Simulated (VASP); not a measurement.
# ZrB2 (P6/mmm) in VASP: notebook

ZrB2 is run at these levels: PBE; tasks: single point.

Program: VASP 6.6.1. These are calculated values, not measurements. Logs are shortened: lines on timing, memory, paths and dates and some standing lists are left out, and cuts for length are marked.

**1. The cell of the first run**

It takes space group P6/mmm (No. 191, hexagonal). Conventional cell: a = 3.200 Å, b = 3.200 Å, c = 3.583 Å, α = 90.00°, β = 90.00°, γ = 120.00°. Zr (site symmetry 6/mmm) has 12 B at 2.57 Å and 6 Zr at 3.20 Å within 3.4 Å. B (site symmetry -6m2) has 3 B at 1.85 Å within 2.5 Å.

**2. Single point, PBE (volume scaled by 1.03, then relaxed in part)**

The input, INCAR:

```
SYSTEM = ZrB2
PREC = Accurate ; ENCUT = 520
EDIFF = 1E-6 ; ISMEAR = 0
SIGMA = 0.1 ; LREAL = .FALSE.
LASPH = .TRUE. ; NELM = 60
ALGO = Normal ; ISIF = 2
LWAVE = .FALSE. ; LCHARG = .FALSE.
GGA = PE ; NBANDS = 16
```

The input, KPOINTS:

```
Automatic mesh
0
G
  15 15 12
  0 0 0
```

The input, POSCAR:

```
ZrB2
1.0
    3.2002590515      0.0000000000      0.0000000000
   -1.6001295258      2.7715056373      0.0000000000
    0.0000000000      0.0000000000      3.5825308885
Zr B
1 2
Direct
    0.0000000000      0.0000000000      0.0000000000
    0.3333333333      0.6666666667      0.5000000000
    0.6666666667      0.3333333333      0.5000000000
```

Potentials or basis: VASP PAW PBE potentials, release 64 (Zr_sv, B).

Started as:

```
cat potpaw_PBE.64/Zr_sv/POTCAR potpaw_PBE.64/B/POTCAR > POTCAR
mpirun -np 1 vasp_std > vasp.out
```

OUTCAR:

```text
SYSTEM = ZrB2
   PREC = Accurate
   ENCUT = 520
   EDIFF = 1E-6
   ISMEAR = 0
   LREAL = .FALSE.
   LASPH = .TRUE.
   NELM = 60
   ISIF = 2
   GGA = PE

 ion  position               nearest neighbor table
   1  0.000  0.000  0.000-   2 2.57   3 2.57   2 2.57   3 2.57   3 2.57   3 2.57   2 2.57   2 2.57
                             3 2.57   3 2.57   2 2.57   2 2.57
   2  0.333  0.667  0.500-   3 1.85   3 1.85   3 1.85   1 2.57   1 2.57   1 2.57   1 2.57   1 2.57
                             1 2.57
   3  0.667  0.333  0.500-   2 1.85   2 1.85   2 1.85   1 2.57   1 2.57   1 2.57   1 2.57   1 2.57
                             1 2.57

  LATTYP: Found a hexagonal cell.
 ALAT       =     3.2002590515
 C/A-ratio  =     1.1194502791

  Lattice vectors:

 A1 = (   3.2002590515,   0.0000000000,   0.0000000000)
 A2 = (  -1.6001295258,   2.7715056373,   0.0000000000)
 A3 = (   0.0000000000,   0.0000000000,   3.5825308885)

Analysis of symmetry for initial positions (statically):
=====================================================================
 Subroutine PRICEL returns:
 Original cell was already a primitive cell.

 Routine SETGRP: Setting up the symmetry group for a
 hexagonal supercell.

 Subroutine GETGRP returns: Found 24 space group operations
 (whereof 24 operations were pure point group operations)
 out of a pool of 24 trial point group operations.

The static configuration has the point symmetry D_6h.

Analysis of symmetry for dynamics (positions and initial velocities):
=====================================================================
 Subroutine PRICEL returns:
 Original cell was already a primitive cell.

 Routine SETGRP: Setting up the symmetry group for a
 hexagonal supercell.

 Subroutine GETGRP returns: Found 24 space group operations
 (whereof 24 operations were pure point group operations)
 out of a pool of 24 trial point group operations.

The dynamic configuration has the point symmetry D_6h.

 Subroutine INISYM returns: Found 24 space group operations
 (whereof 24 operations are pure point group operations),
 and found     1 'primitive' translations

----------------------------------------------------------------------------------------

                                     Primitive cell

  volume of cell :      31.7754

  direct lattice vectors                    reciprocal lattice vectors
     3.200259051  0.000000000  0.000000000     0.312474704  0.180407355  0.000000000
    -1.600129526  2.771505637  0.000000000     0.000000000  0.360814709  0.000000000
     0.000000000  0.000000000  3.582530889     0.000000000  0.000000000  0.279132276

  length of vectors
     3.200259051  3.200259052  3.582530889     0.360814709  0.360814709  0.279132276

  position of ions in fractional coordinates (direct lattice)
     0.000000000  0.000000000  0.000000000
     0.333333333  0.666666667  0.500000000
     0.666666667  0.333333333  0.500000000

  ion indices of the primitive-cell ions
   primitive index   ion index
                 1           1
                 2           2
                 3           3

----------------------------------------------------------------------------------------

 KPOINTS: Automatic mesh

Automatic generation of k-mesh.
 Grid dimensions read from file:
 generate k-points for:   15   15   12

 Generating k-lattice:

  Cartesian coordinates                     Fractional coordinates (reciprocal lattice)
     0.020831647  0.012027157  0.000000000     0.066666667  0.000000000  0.000000000
     0.000000000  0.024054314  0.000000000     0.000000000  0.066666667  0.000000000
     0.000000000  0.000000000  0.023261023     0.000000000  0.000000000  0.083333333

  Length of vectors
     0.024054314  0.024054314  0.023261023

  Shift w.r.t. Gamma in fractional coordinates (k-lattice)
     0.000000000  0.000000000  0.000000000

 Subroutine IBZKPT returns following result:
 ===========================================

 Found    189 irreducible k-points:

 Following reciprocal coordinates:
            Coordinates               Weight
  0.000000  0.000000  0.000000      1.000000
  0.066667  0.000000  0.000000      6.000000
  0.133333  0.000000  0.000000      6.000000
  0.200000  0.000000  0.000000      6.000000
  0.266667  0.000000  0.000000      6.000000
  0.333333  0.000000  0.000000      6.000000
[... 16 lines left out ...]
  0.333333  0.200000  0.000000     12.000000
  0.400000  0.200000  0.000000      6.000000
 [... further k-points ...]
   k-points           NKPTS =    189   k-points in BZ     NKDIM =    189   number of bands    NBANDS=     16
   number of dos      NEDOS =    301   number of ions     NIONS =      3
   total plane-waves  NPLWV =  16128
   dimension x,y,z NGX =    24 NGY =   24 NGZ =   28
   dimension x,y,z NGXF=    48 NGYF=   48 NGZF=   56
   ions per type =               1   2
   NGX,Y,Z   is equivalent  to a cutoff of  12.47, 12.47, 12.99 a.u.
   NGXF,Y,Z  is equivalent  to a cutoff of  24.93, 24.93, 25.99 a.u.
 SYSTEM =  ZrB2
   PREC   = accura    normal or accurate (medium, high low for compatibility)
   ISTART =      0    job   : 0-new  1-cont  2-samecut
   ICHARG =      2    charge: 1-file 2-atom 10-const
   ISPIN  =      1    spin polarized calculation?
   LNONCOLLINEAR =      F non collinear calculations
   LSORBIT =      F    spin-orbit coupling
   LASPH  =      T    aspherical Exc in radial PAW
   ENCUT  =  520.0 eV  38.22 Ry    6.18 a.u.   5.95  5.95  6.66*2*pi/ulx,y,z
   NELM   =     60;   NELMIN=  2; NELMDL= -5     # of ELM steps
   EDIFF  = 0.1E-05   stopping-criterion for ELM
   LREAL  =      F    real-space projection
   EDIFFG = 0.1E-04   stopping-criterion for IOM
   NSW    =      0    number of steps for IOM
   IBRION =     -1    ionic relax: 0-MD 1-quasi-New 2-CG
   NFREE  =      0    steps in history (QN), initial steepest desc. (CG)
   ISIF   =      2    stress and relaxation
   ISYM   =      2    0-nonsym 1-usesym 2-fastsym
   POTIM  = 0.5000    time-step for ionic-motion
   TEBEG  =    0.0;   TEEND  =   0.0 temperature during run
   PSTRESS=    0.0 pullay stress
   NELECT =      18.0000    total number of electrons
   NUPDOWN=      -1.0000    fix difference up-down
   EMIN   =  10.00;   EMAX   =-10.00  energy-range for DOS
[... 5 lines left out ...]
     AMIX     =   0.40;   BMIX     =  1.00
     AMIX_MAG =   1.60;   BMIX_MAG =  1.00
  volume/ion in A,a.u.               =      10.59        71.48
  Fermi-wavevector in a.u.,A,eV,Ry     =   1.354572  2.559770 24.964853  1.834865
  Thomas-Fermi vector in A             =   2.481732
   LORBIT       =      0    0 simple, 1 ext, 2 COOP (PROOUT), +10 PAW based schemes
   GGA     = PE    functional components
   LHFCALC =     F    Hartree Fock is set to
[... 5 lines left out ...]
 Gauss-broadening in eV      SIGMA  =   0.10
  energy-cutoff  :      520.00
  volume of cell :       31.78
 maximum number of plane-waves:       876
 NGX is ok and might be reduce to    24
   NGX = 11   NGY = 11   NGZ = 13

 number of electron      18.0000000 magnetization

 Free energy of the ion-electron system (eV)
  ---------------------------------------------------
  ext. energy  EPLUGINS =         0.00000000
  ---------------------------------------------------
  free energy    TOTEN  =       -24.96092719 eV

  energy without entropy =      -24.95979086  energy(sigma->0) =      -24.96035902

 E-fermi :  10.1581     XC(G=0): -12.2889

 val. band max:       10.1564915172   @ k =   0.0667   0.0667   0.4167
 cond. band min:      10.1792143130   @ k =   0.1333   0.1333   0.2500
 fundamental gap:      0.0227227958
 Fermi energy:        10.1580893281

 k-point     1 :       0.0000    0.0000    0.0000
  band No.  band energies     occupation
      1     -38.5832      2.00000
      2     -16.7537      2.00000
      3     -16.2375      2.00000
      4     -16.2375      2.00000
      5      -2.4152      2.00000
      6       7.6275      2.00000
[... 8 lines left out ...]
     15      15.2112      0.00000
     16      15.2112      0.00000

 k-point     2 :       0.0667    0.0000    0.0000
  band No.  band energies     occupation
      1     -38.5788      2.00000
      2     -16.7471      2.00000
      3     -16.2767      2.00000
      4     -16.2460      2.00000
      5      -2.3287      2.00000
      6       7.3582      2.00000
[... 8 lines left out ...]
     15      15.5627      0.00000
     16      15.8088      0.00000

 k-point     3 :       0.1333    0.0000    0.0000
  band No.  band energies     occupation
      1     -38.5664      2.00000
      2     -16.7284      2.00000
      3     -16.3860      2.00000
      4     -16.2700      2.00000
      5      -2.0753      2.00000
      6       6.6764      2.00000
[... 8 lines left out ...]
     15      16.2368      0.00000
     16      16.9255      0.00000

 k-point     4 :       0.2000    0.0000    0.0000
  band No.  band energies     occupation
      1     -38.5480      2.00000
      2     -16.7007      2.00000
      3     -16.5434      2.00000
      4     -16.3052      2.00000
      5      -1.6706      2.00000
      6       5.7905      2.00000
[... 8 lines left out ...]
     15      16.7367      0.00000
     16      17.5472      0.00000
[... 324 lines left out ...]
 k-point    22 :       0.2667    0.2000    0.0000
  band No.  band energies     occupation
      1     -38.4865      2.00000
      2     -16.9208      2.00000
      3     -16.6076      2.00000
      4     -16.5491      2.00000
      5       0.3494      2.00000
      6       3.5592      2.00000
[... 8 lines left out ...]
     15      17.6859      0.00000
     16      19.5527      0.00000

 k-point    23 :       0.3333    0.2000    0.0000
  band No.  band energies     occupation
      1     -38.4763      2.00000
      2     -16.9680      2.00000
      3     -16.6025      2.00000
      4     -16.5921      2.00000
      5       1.1155      2.00000
      6       2.7776      2.00000
[... 8 lines left out ...]
     15      18.7034      0.00000
     16      19.6259      0.00000

 k-point    24 :       0.4000    0.2000    0.0000
  band No.  band energies     occupation
      1     -38.4727      2.00000
      2     -16.9839      2.00000
      3     -16.6221      2.00000
      4     -16.5866      2.00000
      5       1.9375      2.00000
      6       1.9409      2.00000
[... 8 lines left out ...]
     15      19.1858      0.00000
     16      19.4546      0.00000

 [... further k-points ...]
[... 5 lines left out ...]
  --------------------------------------------------------------------------------------
  -------------------------------------------------------------------------------------
  Total       -1.2978141     -1.2978141     -1.2864722      0.0000000      0.0000000     -0.0000000
  in kB      -65.4383326    -65.4383326    -64.8664544      0.0000000      0.0000000     -0.0000000
  external PRESSURE =     -65.2477065 kB  Pullay stress =       0.0000000 kB

 VOLUME and BASIS-vectors are now :
 -----------------------------------------------------------------------------
  energy-cutoff  :      520.00
  volume of cell :       31.78
      direct lattice vectors                 reciprocal lattice vectors
     3.200259051  0.000000000  0.000000000     0.312474704  0.180407355  0.000000000
    -1.600129526  2.771505637  0.000000000     0.000000000  0.360814709  0.000000000
     0.000000000  0.000000000  3.582530889     0.000000000  0.000000000  0.279132276

 POSITION                                       TOTAL-FORCE (eV/Angst)
 -----------------------------------------------------------------------------------
      0.00000      0.00000      0.00000        -0.000000      0.000000      0.000000
     -0.00000      1.84767      1.79127        -0.000000      0.000000      0.000000
      1.60013      0.92384      1.79127         0.000000     -0.000000     -0.000000
 -----------------------------------------------------------------------------------
    total drift:                               -0.000000      0.000000      0.000000

  FREE ENERGIE OF THE ION-ELECTRON SYSTEM (eV)
  ---------------------------------------------------
  free  energy   TOTEN  =       -24.9609271904 eV

  energy  without entropy=      -24.9597908583  energy(sigma->0) =      -24.96035902
```

It took 33 s on 1 thread of AMD EPYC 9R45 (Zen 5), shared host; peak memory 0.19 GiB.

Results:

```yaml
Free_energy: -24.9609 eV
Pressure: -6.5 GPa
Band_gap_on_the_k_mesh: zero (band 9 reaches 10.94 eV, above the bottom of band 10 at 9.94 eV)
```

**3. Single point, PBE (volume scaled by 1.06, then relaxed in part)**

The input, INCAR:

```
  PREC = Accurate
  ENCUT = 520
  EDIFF = 1E-6
  ISMEAR = 0
  SIGMA = 0.1
  LREAL = F
  LASPH = T
  NELM = 80
  ALGO = Normal
  ISIF = 2
  LWAVE = F
  LCHARG = F
  GGA = PE
  NBANDS = 16
```

The input, KPOINTS:

```
regular mesh
0
Gamma
  15 15 12
```

The input, POSCAR:

```
ZrB2
1.0
    3.2285917885      0.0000000000      0.0000000000
   -1.6142958943      2.7960425073      0.0000000000
    0.0000000000      0.0000000000      3.6224514839
Zr B
1 2
Direct
    0.0000000000      0.0000000000      0.0000000000
    0.3333333333      0.6666666667      0.5000000000
    0.6666666667      0.3333333333      0.5000000000
```

Potentials or basis: VASP PAW PBE potentials, release 64 (Zr_sv, B).

Started as:

```
cat potpaw_PBE.64/Zr_sv/POTCAR potpaw_PBE.64/B/POTCAR > POTCAR
mpirun -np 1 vasp_std > vasp.out
```

It took 33 s on 1 thread of AMD EPYC 9R45 (Zen 5), shared host; peak memory 0.19 GiB.

Results (log left out):

* Free energy: -24.9068 eV
* Pressure: -12.3 GPa
* Band gap on the k mesh: zero (band 9 reaches 10.62 eV, above the bottom of band 10 at 9.64 eV)

Levels at points of the mesh, in eV from the Fermi level:
```tsv
k point	band 5	band 6	band 7	band 8	band 9	band 10	band 11	band 12	band 13	band 14
(0.00, 0.00, 0.00)	-12.44	-2.46	-2.46	-2.46	-2.41	3.14	3.14	3.83	3.83	4.54
(0.00, 0.00, 0.50)	-10.65	-6.78	-0.91	-0.91	0.37	0.37	0.74	0.74	1.59	4.95
```

**4. Single point, PBE (volume scaled by 1.10, then relaxed in part)**

The input, INCAR:

```
ALGO = Normal
EDIFF = 1E-6
ENCUT = 520
GGA = PE
ISIF = 2
ISMEAR = 0
LASPH = True
LCHARG = False
LREAL = False
LWAVE = False
NBANDS = 16
NELM = 100
PREC = Accurate
SIGMA = 0.1
```

The input, KPOINTS:

```
k-points
0
Gamma
  15 15 12
```

The input, POSCAR:

```
ZrB2
1.0
    3.2651464290      0.0000000000      0.0000000000
   -1.6325732145      2.8276997546      0.0000000000
    0.0000000000      0.0000000000      3.6754485549
Zr B
1 2
Direct
    0.0000000000      0.0000000000      0.0000000000
    0.3333333333      0.6666666667      0.5000000000
    0.6666666667      0.3333333333      0.5000000000
```

Potentials or basis: VASP PAW PBE potentials, release 64 (Zr_sv, B).

Started as:

```
cat potpaw_PBE.64/Zr_sv/POTCAR potpaw_PBE.64/B/POTCAR > POTCAR
mpirun -np 1 vasp_std > vasp.out
```

OUTCAR:

```text
EDIFF = 1E-6
   ENCUT = 520
   GGA = PE
   ISIF = 2
   ISMEAR = 0
   LASPH = True
   LREAL = False
   NELM = 100
   PREC = Accurate

 ion  position               nearest neighbor table
   1  0.000  0.000  0.000-   2 2.63   3 2.63   2 2.63   3 2.63   3 2.63   3 2.63   2 2.63   2 2.63
                             3 2.63   3 2.63   2 2.63   2 2.63
   2  0.333  0.667  0.500-   3 1.89   3 1.89   3 1.89   1 2.63   1 2.63   1 2.63   1 2.63   1 2.63
                             1 2.63
   3  0.667  0.333  0.500-   2 1.89   2 1.89   2 1.89   1 2.63   1 2.63   1 2.63   1 2.63   1 2.63
                             1 2.63

  LATTYP: Found a hexagonal cell.
 ALAT       =     3.2651464290
 C/A-ratio  =     1.1256611717

  Lattice vectors:

 A1 = (   3.2651464290,   0.0000000000,   0.0000000000)
 A2 = (  -1.6325732145,   2.8276997546,   0.0000000000)
 A3 = (   0.0000000000,   0.0000000000,   3.6754485549)

Analysis of symmetry for initial positions (statically):
=====================================================================
 Subroutine PRICEL returns:
 Original cell was already a primitive cell.

 Routine SETGRP: Setting up the symmetry group for a
[... 165 lines left out ...]
  ---------------------------------------------------
  free energy    TOTEN  =       -24.78759911 eV

  energy without entropy =      -24.78640332  energy(sigma->0) =      -24.78700121

 E-fermi :   9.4529     XC(G=0): -11.9855

 val. band max:        9.4381439361   @ k =   0.0000   0.0000   0.2500
 cond. band min:       9.4693008389   @ k =   0.0667   0.0667   0.4167
 fundamental gap:      0.0311569028
 Fermi energy:         9.4529019732

 k-point     1 :       0.0000    0.0000    0.0000
  band No.  band energies     occupation
      1     -39.5132      2.00000
      2     -17.6487      2.00000
      3     -17.2062      2.00000
      4     -17.2062      2.00000
      5      -2.8002      2.00000
      6       7.0219      2.00000
[... 433 lines left out ...]
      3     -17.5178      2.00000
      4     -17.5165      2.00000
      5       1.3203      2.00000
      6       1.4698      2.00000
[... 8 lines left out ...]
     15      17.7952      0.00000
     16      18.1091      0.00000

 [... further k-points ...]
[... 5 lines left out ...]
  --------------------------------------------------------------------------------------
  -------------------------------------------------------------------------------------
  Total       -3.9604652     -3.9604652     -3.9520235      0.0000000      0.0000000     -0.0000000
  in kB     -186.9865978   -186.9865978   -186.5880388      0.0000000      0.0000000     -0.0000000
  external PRESSURE =    -186.8537448 kB  Pullay stress =       0.0000000 kB

 VOLUME and BASIS-vectors are now :
 -----------------------------------------------------------------------------
  energy-cutoff  :      520.00
  volume of cell :       33.93
      direct lattice vectors                 reciprocal lattice vectors
     3.265146429  0.000000000  0.000000000     0.306264978  0.176822168  0.000000000
    -1.632573215  2.827699755  0.000000000     0.000000000  0.353644335  0.000000000
     0.000000000  0.000000000  3.675448555     0.000000000  0.000000000  0.272075635

 POSITION                                       TOTAL-FORCE (eV/Angst)
 -----------------------------------------------------------------------------------
      0.00000      0.00000      0.00000        -0.000000     -0.000000      0.000000
     -0.00000      1.88513      1.83772         0.000000     -0.000000      0.000000
      1.63257      0.94257      1.83772        -0.000000      0.000000      0.000000
 -----------------------------------------------------------------------------------
    total drift:                               -0.000000      0.000000      0.000000

  FREE ENERGIE OF THE ION-ELECTRON SYSTEM (eV)
  ---------------------------------------------------
  free  energy   TOTEN  =       -24.7875991053 eV

  energy  without entropy=      -24.7864033213  energy(sigma->0) =      -24.78700121
```

stdout:

```text
POSCAR found type information on POSCAR ZrB
 POSCAR found :  2 types and       3 ions
 scaLAPACK will be used
 LDA part: xc-table for (Slater+PW92), standard interpolation
 POSCAR, INCAR and KPOINTS ok, starting setup
 FFT: planning ... GRIDC
 FFT: planning ... GRID_SOFT
 FFT: planning ... GRID
 WAVECAR not read
 entering main loop
```

Run time: 34 s. Hardware: 1 thread of AMD EPYC 9R45 (Zen 5), shared host; peak memory 0.19 GiB.

Results:

```yaml
Free_energy: -24.7876 eV
Pressure: -18.7 GPa
Band_gap_on_the_k_mesh: zero (band 9 reaches 10.15 eV, above the bottom of band 10 at 9.26 eV)
```

**5. Overview**

```csv
cell,gap on the mesh (eV),pressure (GPa)
"a = 3.200, b = 3.200, c = 3.583 Å, angles 90.0, 90.0, 120.0°, 3 atoms",none,-6.5
"a = 3.229, b = 3.229, c = 3.622 Å, angles 90.0, 90.0, 120.0°, 3 atoms",none,-12.3
"a = 3.265, b = 3.265, c = 3.675 Å, angles 90.0, 90.0, 120.0°, 3 atoms",none,-18.7
```

Alike in all rows: task single point; level PBE; potentials or basis VASP PAW PBE potentials, release 64 (Zr_sv, B); no spin polarisation; k mesh 15 × 15 × 12; cutoff (eV) 520; smearing gaussian 0.1 eV.

Total energies depend on the potentials used, so only differences within one code and one set of settings carry meaning.
